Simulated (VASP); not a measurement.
# Se (Fm-3m) in VASP: notebook

Runs on Se. Level: r2SCAN. Tasks: single point.

All numbers are computed with VASP 6.6.1; they aren't measurements. Logs are shortened: lines on timing, memory, paths and dates and some standing lists are left out, and cuts for length are marked.

## (1) The cell of the first run

The structure is cubic, space group Fm-3m (No. 225). The conventional cell has a = 4.282 Å, b = 4.282 Å, c = 4.282 Å, α = 90.00°, β = 90.00°, γ = 90.00°. Se (site symmetry m-3m) has 12 Se at 3.03 Å within 4.0 Å.

This isn't the form of Se at room conditions, which is trigonal, of chains.

## (2) Single point, r2SCAN (19.63 Å³/atom)

The input, POSCAR:

```
Se
1.0
    0.0000000000      2.1409125182      2.1409125182
    2.1409125182      0.0000000000      2.1409125182
    2.1409125182      2.1409125182      0.0000000000
Se
1
Direct
    0.0000000000      0.0000000000      0.0000000000
```

The input, INCAR.step1:

```
ALGO     = Normal         # electronic algorithm
EDIFF    = 1E-4           # SCF threshold, eV
ENCUT    = 520            # plane-wave cutoff, eV
GGA      = PE             # functional
ISMEAR   = -1             # smearing method
LASPH    = T              # aspherical terms in the spheres
LCHARG   = F              # write CHGCAR
LREAL    = F              # projectors in reciprocal space
LWAVE    = T              # write WAVECAR
NBANDS   = 9              # bands
NELM     = 80             # most SCF steps
PREC     = Accurate       # precision mode
SIGMA    = 0.1            # smearing width, eV
```

The input, INCAR.step2:

```
ALGO     = Normal         # electronic algorithm
EDIFF    = 1E-6           # SCF threshold, eV
ENCUT    = 520            # plane-wave cutoff, eV
ISIF     = 2              # what is computed and relaxed
ISMEAR   = -1             # smearing method
ISTART   = 1            
LASPH    = T              # aspherical terms in the spheres
LCHARG   = T              # write CHGCAR
LELF     = T              # ELF
LMIXTAU  = T            
LREAL    = F              # projectors in reciprocal space
LVHAR    = T            
LWAVE    = F              # write WAVECAR
METAGGA  = R2SCAN         # meta-GGA
NBANDS   = 9              # bands
NELM     = 80             # most SCF steps
PREC     = Accurate       # precision mode
SIGMA    = 0.1            # smearing width, eV
```

The input, KPOINTS:

```
k-points
0
Gamma
  14 14 14
```

Potentials or basis: VASP PAW PBE potentials, release 64 (Se).

Launch:

```bash
$ cat potpaw_PBE.64/Se/POTCAR > POTCAR
$ cp INCAR.step1 INCAR
$ mpirun -np 1 vasp_std > vasp.out
$ cp INCAR.step2 INCAR
$ mpirun -np 1 vasp_std > vasp.out
```

OUTCAR:

```text
EDIFF = 1E-6
   ENCUT = 520
   ISIF = 2
   ISMEAR = -1
   ISTART = 1
   LASPH = T
   LREAL = F
   METAGGA = R2SCAN
   NELM = 80
   PREC = Accurate

 ion  position               nearest neighbor table
   1  0.000  0.000  0.000-

  LATTYP: Found a face centered cubic cell.
 ALAT       =     4.2818250364

  Lattice vectors:

 A1 = (   0.0000000000,   2.1409125182,   2.1409125182)
 A2 = (   2.1409125182,   0.0000000000,   2.1409125182)
 A3 = (   2.1409125182,   2.1409125182,   0.0000000000)

Analysis of symmetry for initial positions (statically):
=====================================================================
 Subroutine PRICEL returns:
 Original cell was already a primitive cell.

 Routine SETGRP: Setting up the symmetry group for a
 face centered cubic supercell.

 Subroutine GETGRP returns: Found 48 space group operations
 (whereof 48 operations were pure point group operations)
 out of a pool of 48 trial point group operations.

The static configuration has the point symmetry O_h .

Analysis of symmetry for dynamics (positions and initial velocities):
=====================================================================
 Subroutine PRICEL returns:
 Original cell was already a primitive cell.

 Routine SETGRP: Setting up the symmetry group for a
 face centered cubic supercell.

 Subroutine GETGRP returns: Found 48 space group operations
 (whereof 48 operations were pure point group operations)
 out of a pool of 48 trial point group operations.

The dynamic configuration has the point symmetry O_h .

 Subroutine INISYM returns: Found 48 space group operations
 (whereof 48 operations are pure point group operations),
 and found     1 'primitive' translations

----------------------------------------------------------------------------------------

                                     Primitive cell

  volume of cell :      19.6258

  direct lattice vectors                    reciprocal lattice vectors
     0.000000000  2.140912518  2.140912518    -0.233545274  0.233545274  0.233545274
     2.140912518  0.000000000  2.140912518     0.233545274 -0.233545274  0.233545274
     2.140912518  2.140912518  0.000000000     0.233545274  0.233545274 -0.233545274

  length of vectors
     3.027707519  3.027707519  3.027707519     0.404512280  0.404512280  0.404512280

  position of ions in fractional coordinates (direct lattice)
     0.000000000  0.000000000  0.000000000

  ion indices of the primitive-cell ions
   primitive index   ion index
                 1           1

----------------------------------------------------------------------------------------

 KPOINTS: k-points

Automatic generation of k-mesh.
 Grid dimensions read from file:
 generate k-points for:   14   14   14

 Generating k-lattice:

  Cartesian coordinates                     Fractional coordinates (reciprocal lattice)
    -0.016681805  0.016681805  0.016681805     0.071428571  0.000000000  0.000000000
     0.016681805 -0.016681805  0.016681805     0.000000000  0.071428571  0.000000000
     0.016681805  0.016681805 -0.016681805     0.000000000  0.000000000  0.071428571

  Length of vectors
     0.028893734  0.028893734  0.028893734

  Shift w.r.t. Gamma in fractional coordinates (k-lattice)
     0.000000000  0.000000000  0.000000000

 Subroutine IBZKPT returns following result:
 ===========================================

 Found    104 irreducible k-points:

 Following reciprocal coordinates:
            Coordinates               Weight
  0.000000  0.000000  0.000000      1.000000
  0.071429  0.000000  0.000000      8.000000
  0.142857  0.000000  0.000000      8.000000
  0.214286  0.000000  0.000000      8.000000
  0.285714  0.000000  0.000000      8.000000
  0.357143  0.000000  0.000000      8.000000
[... 16 lines left out ...]
  0.214286  0.142857  0.000000     24.000000
  0.285714  0.142857  0.000000     24.000000
 [... further k-points ...]
   k-points           NKPTS =    104   k-points in BZ     NKDIM =    104   number of bands    NBANDS=      9
   number of dos      NEDOS =    301   number of ions     NIONS =      1
   total plane-waves  NPLWV =  13824
   dimension x,y,z NGX =    24 NGY =   24 NGZ =   24
   dimension x,y,z NGXF=    48 NGYF=   48 NGZF=   48
   ions per type =               1
   NGX,Y,Z   is equivalent  to a cutoff of  13.18, 13.18, 13.18 a.u.
   NGXF,Y,Z  is equivalent  to a cutoff of  26.36, 26.36, 26.36 a.u.
 SYSTEM =  unknown system
   PREC   = accura    normal or accurate (medium, high low for compatibility)
   ISTART =      1    job   : 0-new  1-cont  2-samecut
   ICHARG =      0    charge: 1-file 2-atom 10-const
   ISPIN  =      1    spin polarized calculation?
   LNONCOLLINEAR =      F non collinear calculations
   LSORBIT =      F    spin-orbit coupling
   LASPH  =      T    aspherical Exc in radial PAW
   ENCUT  =  520.0 eV  38.22 Ry    6.18 a.u.   5.63  5.63  5.63*2*pi/ulx,y,z
   NELM   =     80;   NELMIN=  2; NELMDL=  0     # of ELM steps
   EDIFF  = 0.1E-05   stopping-criterion for ELM
   LREAL  =      F    real-space projection
   EDIFFG = 0.1E-04   stopping-criterion for IOM
   NSW    =      0    number of steps for IOM
   IBRION =     -1    ionic relax: 0-MD 1-quasi-New 2-CG
   NFREE  =      0    steps in history (QN), initial steepest desc. (CG)
   ISIF   =      2    stress and relaxation
   ISYM   =      2    0-nonsym 1-usesym 2-fastsym
   POTIM  = 0.5000    time-step for ionic-motion
   TEBEG  =    0.0;   TEEND  =   0.0 temperature during run
   PSTRESS=    0.0 pullay stress
   NELECT =       6.0000    total number of electrons
   NUPDOWN=      -1.0000    fix difference up-down
   EMIN   =  10.00;   EMAX   =-10.00  energy-range for DOS
   EFERMI =   0.00;   METHOD = LEGACY
   ISMEAR =    -1;   SIGMA  =   0.10  broadening in eV -4-tet -1-fermi 0-gaus
   EFERMI_NEDOS =   21; number of points for ismear=-14 and -15
   IALGO  =     38    algorithm
   IMIX   =      4    mixing-type and parameters
     AMIX     =   0.40;   BMIX     =  1.00
     AMIX_MAG =   1.60;   BMIX_MAG =  1.00
  volume/ion in A,a.u.               =      19.63       132.44
  Fermi-wavevector in a.u.,A,eV,Ry     =   1.102850  2.084084 16.548459  1.216277
  Thomas-Fermi vector in A             =   2.239299
   LORBIT       =      0    0 simple, 1 ext, 2 COOP (PROOUT), +10 PAW based schemes
   METAGGA = R2SCAN    functional components
   LHFCALC =     F    Hartree Fock is set to
   AEXX    =    0.0000 exact exchange contribution
   IVDW    =     0    specifies the selected vdW correction
   LEPSILON=     F    determine dielectric tensor
   LRPA    =     F    only Hartree local field effects (RPA)
 non-spin polarized calculation
  energy-cutoff  :      520.00
  volume of cell :       19.63
 maximum number of plane-waves:       544
   NGX = 11   NGY = 11   NGZ = 11

 number of electron       6.0000000 magnetization

 Free energy of the ion-electron system (eV)
  ---------------------------------------------------
  ext. energy  EPLUGINS =         0.00000000
  ---------------------------------------------------
  free energy    TOTEN  =       -13.41323841 eV

  energy without entropy =      -13.38275067  energy(sigma->0) =      -13.39799454

 E-fermi :   5.6326     XC(G=0): -11.3100

 val. band max:        5.6291284299   @ k =  -0.4286   0.2857   0.0714
 cond. band min:       5.6384759101   @ k =   0.3571   0.2143   0.0000
 fundamental gap:      0.0093474802
 Fermi energy:         5.6325669469

 k-point     1 :       0.0000    0.0000    0.0000
  band No.  band energies     occupation
      1     -11.4148      2.00000
      2       8.9729      0.00000
      3       8.9729      0.00000
      4       8.9729      0.00000
      5      18.3365      0.00000
      6      18.3365      0.00000
      7      18.3365      0.00000
      8      18.4883      0.00000
      9      22.5341      0.00000

 k-point     2 :       0.0714    0.0000    0.0000
  band No.  band energies     occupation
      1     -11.3040      2.00000
      2       8.2105      0.00000
      3       8.8774      0.00000
      4       8.8774      0.00000
      5      17.8568      0.00000
      6      18.5502      0.00000
      7      18.5502      0.00000
      8      19.0958      0.00000
      9      23.5049      0.00000

 k-point     3 :       0.1429    0.0000    0.0000
  band No.  band energies     occupation
      1     -10.9752      2.00000
      2       6.4285      0.00070
      3       8.6301      0.00000
      4       8.6301      0.00000
      5      17.0034      0.00000
      6      19.0121      0.00000
      7      19.0121      0.00000
      8      20.5205      0.00000
      9      22.6671      0.00000

 k-point     4 :       0.2143    0.0000    0.0000
  band No.  band energies     occupation
      1     -10.4417      2.00000
      2       4.3071      2.00000
      3       8.3152      0.00000
      4       8.3152      0.00000
      5      16.2584      0.00000
      6      19.0993      0.00000
      7      19.0993      0.00000
      8      22.0559      0.00000
      9      22.6341      0.00000
[... 205 lines left out ...]
 k-point    22 :       0.1429    0.1429    0.0000
  band No.  band energies     occupation
      1     -10.8278      2.00000
      2       7.0165      0.00000
      3       7.7889      0.00000
      4       7.7889      0.00000
      5      15.9358      0.00000
      6      18.6368      0.00000
      7      20.3341      0.00000
      8      20.3341      0.00000
      9      21.8878      0.00000

 k-point    23 :       0.2143    0.1429    0.0000
  band No.  band energies     occupation
      1     -10.4334      2.00000
      2       5.5554      1.36760
      3       7.3415      0.00000
      4       7.5321      0.00000
      5      15.5416      0.00000
      6      17.6445      0.00000
      7      20.4398      0.00000
      8      21.0482      0.00000
      9      23.5266      0.00000

 k-point    24 :       0.2857    0.1429    0.0000
  band No.  band energies     occupation
      1      -9.8459      2.00000
      2       3.6572      2.00000
      3       6.9897      0.00000
      4       7.1303      0.00000
      5      15.4453      0.00000
      6      17.2997      0.00000
      7      20.2383      0.00000
      8      21.0124      0.00000
      9      25.4905      0.00000

 [... further k-points ...]

------------------------ aborting loop because EDIFF is reached ----------------------------------------

  FORCE on cell =-STRESS in cart. coord.  units (eV):
  Direction    XX          YY          ZZ          XY          YZ          ZX
  --------------------------------------------------------------------------------------
  -------------------------------------------------------------------------------------
  Total        0.3527624      0.3527624      0.3527624     -0.0000000      0.0000000     -0.0000000
  in kB       28.7982491     28.7982491     28.7982491     -0.0000000      0.0000000     -0.0000000
  external PRESSURE =      28.7982491 kB  Pullay stress =       0.0000000 kB

 VOLUME and BASIS-vectors are now :
 -----------------------------------------------------------------------------
  energy-cutoff  :      520.00
  volume of cell :       19.63
      direct lattice vectors                 reciprocal lattice vectors
     0.000000000  2.140912518  2.140912518    -0.233545274  0.233545274  0.233545274
     2.140912518  0.000000000  2.140912518     0.233545274 -0.233545274  0.233545274
     2.140912518  2.140912518  0.000000000     0.233545274  0.233545274 -0.233545274

 POSITION                                       TOTAL-FORCE (eV/Angst)
 -----------------------------------------------------------------------------------
      0.00000      0.00000      0.00000        -0.000000     -0.000000     -0.000000
 -----------------------------------------------------------------------------------
    total drift:                                0.000000     -0.000000     -0.000000

  FREE ENERGIE OF THE ION-ELECTRON SYSTEM (eV)
  ---------------------------------------------------
  free  energy   TOTEN  =       -13.4132384120 eV

  energy  without entropy=      -13.3827506720  energy(sigma->0) =      -13.39799454
```

Run time: 34 s. Hardware: 1 thread of Intel Xeon Platinum 8375C at 2.90GHz (Ice Lake), shared host; peak memory 0.15 GiB.

Results:

```yaml
Free_energy: -13.4132 eV
Pressure: 2.9 GPa
Band_gap_on_the_k_mesh: zero (bands 3 and 4 overlap by 5.70 eV)
```

Caveat: the PAW data sets were made with another functional, which shifts forces and pressure a little.

## (3) Single point, r2SCAN (20.44 Å³/atom)

This run uses another cell than the first one, of 20.44 Å³/atom.

The input, POSCAR:

```
Se
1.0
    0.0000000000      2.1702437318      2.1702437318
    2.1702437318      0.0000000000      2.1702437318
    2.1702437318      2.1702437318      0.0000000000
Se
1
Direct
    0.0000000000      0.0000000000      0.0000000000
```

The input, INCAR.step1:

```
ALGO = Normal
EDIFF = 1E-4
ENCUT = 520
GGA = PE
ISMEAR = -1
LASPH = True
LCHARG = False
LREAL = False
LWAVE = True
NBANDS = 9
NELM = 60
PREC = Accurate
SIGMA = 0.1
```

The input, INCAR.step2:

```
ALGO = Normal
EDIFF = 1E-7
ENCUT = 520
ISIF = 2
ISMEAR = -1
ISTART = 1
LASPH = True
LCHARG = False
LMIXTAU = True
LREAL = False
LWAVE = False
METAGGA = R2SCAN
NBANDS = 9
NELM = 60
PREC = Accurate
SIGMA = 0.1
```

KPOINTS is that of step 2.

Potentials or basis: VASP PAW PBE potentials, release 64 (Se).

Launch:

```bash
$ cat potpaw_PBE.64/Se/POTCAR > POTCAR
$ cp INCAR.step1 INCAR
$ mpirun -np 1 vasp_std > vasp.out
$ cp INCAR.step2 INCAR
$ mpirun -np 1 vasp_std > vasp.out
```

It took 40 s on 1 thread of Intel Xeon Platinum 8375C at 2.90GHz (Ice Lake), shared host; peak memory 0.15 GiB.

The run converged. Its results:

```
Free energy            : -13.4198 eV
Pressure               : -0.2 GPa
Band gap on the k mesh : zero (bands 3 and 4 overlap by 5.31 eV)
```

Levels at points of the mesh, in eV from the Fermi level:
```csv
k point,band 1,band 2,band 3,band 4,band 5,band 6,band 7
"(0.00, 0.00, 0.00)",-16.66,3.12,3.12,3.12,12.30,12.64,12.64
"(0.50, 0.00, 0.00)",-13.34,-6.87,1.79,1.79,9.26,11.76,11.76
"(0.50, 0.50, 0.00)",-12.04,-6.02,-0.86,-0.86,5.62,6.49,23.61
```

Caveat: the PAW data sets were made with another functional, which shifts forces and pressure a little.

## (4) Single point, r2SCAN (21.26 Å³/atom)

This run uses another cell than the first one, of 21.26 Å³/atom.

The input, POSCAR:

```
Se
1.0
    0.0000000000      2.1988028455      2.1988028455
    2.1988028455      0.0000000000      2.1988028455
    2.1988028455      2.1988028455      0.0000000000
Se
1
Direct
    0.0000000000      0.0000000000      0.0000000000
```

The input, INCAR.step1:

```
SYSTEM = Se
PREC = Accurate
ENCUT = 520
ISMEAR = -1
SIGMA = 0.1
LREAL = .False.
LASPH = .True.
NELM = 100
NBANDS = 9
GGA = PE
ALGO = Normal
EDIFF = 1E-4
LWAVE = .True.
LCHARG = .False.
```

The input, INCAR.step2:

```
SYSTEM = Se
PREC = Accurate
ENCUT = 520
EDIFF = 1E-6
ISMEAR = -1
SIGMA = 0.1
LREAL = .False.
LASPH = .True.
NELM = 100
ALGO = Normal
ISIF = 2
LWAVE = .False.
LCHARG = .False.
METAGGA = R2SCAN
LMIXTAU = .True.
NBANDS = 9
ISTART = 1
```

The input, KPOINTS:

```
regular mesh
0
Gamma
  14 14 14
  0 0 0
```

Launch:

```bash
$ cat potpaw_PBE.64/Se/POTCAR > POTCAR
$ cp INCAR.step1 INCAR
$ mpirun -np 1 vasp_std > vasp.out
$ cp INCAR.step2 INCAR
$ mpirun -np 1 vasp_std > vasp.out
```

It took 27 s on 1 thread of Intel Xeon Platinum 8375C at 2.90GHz (Ice Lake), shared host; peak memory 0.15 GiB.

It converged, with:

```yaml
Free_energy: -13.4123 eV
Pressure: -2.7 GPa
Band_gap_on_the_k_mesh: zero (bands 3 and 4 overlap by 4.95 eV)
```

Levels at points of the mesh, in eV from the Fermi level:
```
           k point  band 1  band 2  band 3  band 4  band 5  band 6  band 7  band 8
(0.00, 0.00, 0.00)  -16.30    2.91    2.91    2.91   11.79   12.58   12.58   12.58
(0.50, 0.00, 0.00)  -13.21   -6.54    1.67    1.67    9.13   11.73   11.73   15.24
(0.50, 0.50, 0.00)  -12.02   -5.73   -0.82   -0.82    5.71    6.62   23.17   24.27
```

Caveat: the PAW data sets were made with another functional, which shifts forces and pressure a little.

## (5) Overview

| cell | gap on the mesh (eV) | pressure (GPa) |
| --- | --- | --- |
| a = 3.028 Å, angles 60.0°, 1 atom | none | 2.9 |
| a = 3.069 Å, angles 60.0°, 1 atom | none | -0.2 |
| a = 3.110 Å, angles 60.0°, 1 atom | none | -2.7 |

Alike in all rows: task single point; level r2SCAN; potentials or basis VASP PAW PBE potentials, release 64 (Se); no spin polarisation; k mesh 14 × 14 × 14; cutoff (eV) 520; smearing fermi-dirac 0.1 eV.

Caveats: the PAW data sets were made with another functional, which shifts forces and pressure a little.

Total energies depend on the potentials used, so only differences within one code and one set of settings carry meaning.
